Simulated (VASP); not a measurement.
# HfC (Fm-3m) in VASP: a series of runs

HfC is run at these levels: PBE; tasks: single point.

Everything below comes from runs of VASP 6.6.1. Logs are shortened: lines on timing, memory, paths and dates and some standing lists are left out, and cuts for length are marked.

### Step 1. The cell of the first run

It takes space group Fm-3m (No. 225, cubic). Conventional cell: a = 4.650 Å, b = 4.650 Å, c = 4.650 Å, α = 90.00°, β = 90.00°, γ = 90.00°. Within 3.1 Å of Hf (site symmetry m-3m) lie 6 C at 2.33 Å. C (site symmetry m-3m) has 6 Hf at 2.33 Å within 3.1 Å.

### Step 2. Single point, PBE

INCAR

```
  PREC = Accurate
  ENCUT = 520
  EDIFF = 1E-7
  ISMEAR = 1
  SIGMA = 0.05
  LREAL = F
  LASPH = T
  NELM = 60
  ALGO = Normal
  ISIF = 2
  LWAVE = F
  LCHARG = T
  GGA = PE
  LELF = T
  LVHAR = T
  NBANDS = 14
```

KPOINTS

```
Automatic mesh
0
Gamma
  6 6 6
```

POSCAR

```
HfC
1.0
    0.0000000000      2.3250000000      2.3250000000
    2.3250000000      0.0000000000      2.3250000000
    2.3250000000      2.3250000000      0.0000000000
Hf C
1 1
Direct
    0.5000000000      0.5000000000      0.5000000000
    0.0000000000      0.0000000000      0.0000000000
```

Potentials or basis: VASP PAW PBE potentials, release 64 (Hf_pv, C).

Started as:

```console
cat potpaw_PBE.64/Hf_pv/POTCAR potpaw_PBE.64/C/POTCAR > POTCAR
mpirun -np 1 vasp_std > vasp.out
```

OUTCAR:

```text
PREC = Accurate
   ENCUT = 520
   EDIFF = 1E-7
   ISMEAR = 1
   LREAL = F
   LASPH = T
   NELM = 60
   ISIF = 2
   GGA = PE

 ion  position               nearest neighbor table
   1  0.500  0.500  0.500-   2 2.33   2 2.33   2 2.33   2 2.33   2 2.33   2 2.33
   2  0.000  0.000  0.000-   1 2.33   1 2.33   1 2.33   1 2.33   1 2.33   1 2.33

  LATTYP: Found a face centered cubic cell.
 ALAT       =     4.6500000000

  Lattice vectors:

 A1 = (   0.0000000000,   2.3250000000,   2.3250000000)
 A2 = (   2.3250000000,   0.0000000000,   2.3250000000)
 A3 = (   2.3250000000,   2.3250000000,   0.0000000000)

Analysis of symmetry for initial positions (statically):
=====================================================================
 Subroutine PRICEL returns:
 Original cell was already a primitive cell.

 Routine SETGRP: Setting up the symmetry group for a
 face centered cubic supercell.

 Subroutine GETGRP returns: Found 48 space group operations
 (whereof 48 operations were pure point group operations)
 out of a pool of 48 trial point group operations.

The static configuration has the point symmetry O_h .

Analysis of symmetry for dynamics (positions and initial velocities):
=====================================================================
 Subroutine PRICEL returns:
 Original cell was already a primitive cell.

 Routine SETGRP: Setting up the symmetry group for a
 face centered cubic supercell.

 Subroutine GETGRP returns: Found 48 space group operations
 (whereof 48 operations were pure point group operations)
 out of a pool of 48 trial point group operations.

The dynamic configuration has the point symmetry O_h .

 Subroutine INISYM returns: Found 48 space group operations
 (whereof 48 operations are pure point group operations),
 and found     1 'primitive' translations

----------------------------------------------------------------------------------------

                                     Primitive cell

  volume of cell :      25.1362

  direct lattice vectors                    reciprocal lattice vectors
     0.000000000  2.325000000  2.325000000    -0.215053763  0.215053763  0.215053763
     2.325000000  0.000000000  2.325000000     0.215053763 -0.215053763  0.215053763
     2.325000000  2.325000000  0.000000000     0.215053763  0.215053763 -0.215053763

  length of vectors
     3.288046533  3.288046533  3.288046533     0.372484045  0.372484045  0.372484045
[... 80 lines left out ...]
   POTIM  = 0.5000    time-step for ionic-motion
   TEBEG  =    0.0;   TEEND  =   0.0 temperature during run
   PSTRESS=    0.0 pullay stress
   NELECT =      14.0000    total number of electrons
   NUPDOWN=      -1.0000    fix difference up-down
   EMIN   =  10.00;   EMAX   =-10.00  energy-range for DOS
   EFERMI =   0.00;   METHOD = LEGACY
   ISMEAR =     1;   SIGMA  =   0.05  broadening in eV -4-tet -1-fermi 0-gaus
   EFERMI_NEDOS =   21; number of points for ismear=-14 and -15
   IALGO  =     38    algorithm
   IMIX   =      4    mixing-type and parameters
     AMIX     =   0.40;   BMIX     =  1.00
     AMIX_MAG =   1.60;   BMIX_MAG =  1.00
  volume/ion in A,a.u.               =      12.57        84.81
  Fermi-wavevector in a.u.,A,eV,Ry     =   1.346949  2.545365 24.684672  1.814272
  Thomas-Fermi vector in A             =   2.474740
   LORBIT       =      0    0 simple, 1 ext, 2 COOP (PROOUT), +10 PAW based schemes
   GGA     = PE    functional components
   LHFCALC =     F    Hartree Fock is set to
   AEXX    =    0.0000 exact exchange contribution
   IVDW    =     0    specifies the selected vdW correction
   LEPSILON=     F    determine dielectric tensor
   LRPA    =     F    only Hartree local field effects (RPA)
 non-spin polarized calculation
 Methfessel and Paxton  Order N= 1 SIGMA  =   0.05
  energy-cutoff  :      520.00
  volume of cell :       25.14
 maximum number of plane-waves:       700
   NGX = 13   NGY = 13   NGZ = 13

 number of electron      14.0000000 magnetization

 Free energy of the ion-electron system (eV)
  ---------------------------------------------------
  ext. energy  EPLUGINS =         0.00000000
  ---------------------------------------------------
  free energy    TOTEN  =       -21.03231700 eV

  energy without entropy =      -21.03256306  energy(sigma->0) =      -21.03239902

 E-fermi :   5.7663     XC(G=0): -12.2839

 val. band max:        5.7229994500   @ k =   0.1667   0.1667   0.0000
 cond. band min:       5.8627283087   @ k =   0.5000   0.5000   0.0000
 fundamental gap:      0.1397288587
 Fermi energy:         5.7662791133

 k-point     1 :       0.0000    0.0000    0.0000
  band No.  band energies     occupation
      1     -23.6193      2.00000
      2     -23.6193      2.00000
      3     -23.6193      2.00000
      4      -6.3513      2.00000
      5       6.9609      0.00000
      6       6.9609      0.00000
      7       6.9609      0.00000
      8       7.3444      0.00000
      9       7.3444      0.00000
     10       7.3444      0.00000
     11       9.3445      0.00000
     12       9.3445      0.00000
     13      12.7866      0.00000
     14      16.9541      0.00000
[... 241 lines left out ...]
      1     -24.1228      2.00000
      2     -23.9426      2.00000
      3     -23.8603      2.00000
      4      -3.9200      2.00000
      5       3.2535      2.00000
      6       3.4426      2.00000
      7       3.5794      2.00000
      8       7.9648      0.00000
      9      11.2152      0.00000
     10      12.6973      0.00000
     11      12.7140      0.00000
     12      14.4331      0.00000
     13      17.5229      0.00000
     14      19.1127      0.00000

------------------------ aborting loop because EDIFF is reached ----------------------------------------

  FORCE on cell =-STRESS in cart. coord.  units (eV):
  Direction    XX          YY          ZZ          XY          YZ          ZX
  --------------------------------------------------------------------------------------
  -------------------------------------------------------------------------------------
  Total       -0.0780604     -0.0780604     -0.0780604     -0.0000000      0.0000000     -0.0000000
  in kB       -4.9755657     -4.9755657     -4.9755657     -0.0000000      0.0000000     -0.0000000
  external PRESSURE =      -4.9755657 kB  Pullay stress =       0.0000000 kB

 VOLUME and BASIS-vectors are now :
 -----------------------------------------------------------------------------
  energy-cutoff  :      520.00
  volume of cell :       25.14
      direct lattice vectors                 reciprocal lattice vectors
     0.000000000  2.325000000  2.325000000    -0.215053763  0.215053763  0.215053763
     2.325000000  0.000000000  2.325000000     0.215053763 -0.215053763  0.215053763
     2.325000000  2.325000000  0.000000000     0.215053763  0.215053763 -0.215053763

 POSITION                                       TOTAL-FORCE (eV/Angst)
 -----------------------------------------------------------------------------------
      2.32500      2.32500      2.32500        -0.000000      0.000000     -0.000000
      0.00000      0.00000      0.00000         0.000000     -0.000000      0.000000
 -----------------------------------------------------------------------------------
    total drift:                                0.000000     -0.000000      0.000000

  FREE ENERGIE OF THE ION-ELECTRON SYSTEM (eV)
  ---------------------------------------------------
  free  energy   TOTEN  =       -21.0323169965 eV

  energy  without entropy=      -21.0325630637  energy(sigma->0) =      -21.03239902
```

stdout:

```text
POSCAR found type information on POSCAR HfC
 POSCAR found :  2 types and       2 ions
 scaLAPACK will be used
 LDA part: xc-table for (Slater+PW92), standard interpolation
 POSCAR, INCAR and KPOINTS ok, starting setup
 FFT: planning ... GRIDC
 FFT: planning ... GRID_SOFT
 FFT: planning ... GRID
 WAVECAR not read
 entering main loop
```

Wall time 2.9 s (1 thread of Intel Xeon 6975P-C (Granite Rapids), shared host); peak memory 0.14 GiB.

What came out:

```yaml
Free_energy: -21.0323 eV
Pressure: -0.5 GPa
Band_gap_on_the_k_mesh: zero (band 7 reaches 6.96 eV, above the bottom of band 8 at 5.60 eV)
```

Caveat: the k points lie up to 0.39 Å⁻¹ apart; spin-orbit coupling is left out, which moves the levels of the heavy elements.

### Step 3. Single point, PBE

INCAR

```
PREC     = Accurate       # precision mode
ENCUT    = 520            # plane-wave cutoff, eV
EDIFF    = 1E-7           # SCF threshold, eV
ISMEAR   = 1              # smearing method
SIGMA    = 0.05           # smearing width, eV
LREAL    = F              # projectors in reciprocal space
LASPH    = T              # aspherical terms in the spheres
NELM     = 80             # most SCF steps
ALGO     = Normal         # electronic algorithm
ISIF     = 2              # what is computed and relaxed
LWAVE    = F              # write WAVECAR
LCHARG   = F              # write CHGCAR
GGA      = PE             # functional
NBANDS   = 14             # bands
```

KPOINTS

```
Automatic mesh
0
Gamma
  7 7 7
```

POSCAR is that of step 2.

Potentials or basis: VASP PAW PBE potentials, release 64 (Hf_pv, C).

Started as:

```console
cat potpaw_PBE.64/Hf_pv/POTCAR potpaw_PBE.64/C/POTCAR > POTCAR
mpirun -np 1 vasp_std > vasp.out
```

Wall time 3.1 s (1 thread of Intel Xeon 6975P-C (Granite Rapids), shared host); peak memory 0.14 GiB.

It converged, with:

| Item | Value |
| --- | --- |
| Free energy | -21.0364 eV |
| Pressure | -0.3 GPa |
| Band gap on the k mesh | zero (band 7 reaches 6.96 eV, above the bottom of band 8 at 5.54 eV) |

Levels at points of the mesh, in eV from the Fermi level:
```
           k point  band 4  band 5  band 6  band 7  band 8  band 9  band 10  band 11
(0.00, 0.00, 0.00)  -12.18    1.14    1.14    1.14    1.52    1.52     1.52     3.52
```

Caveat: spin-orbit coupling is left out, which moves the levels of the heavy elements.
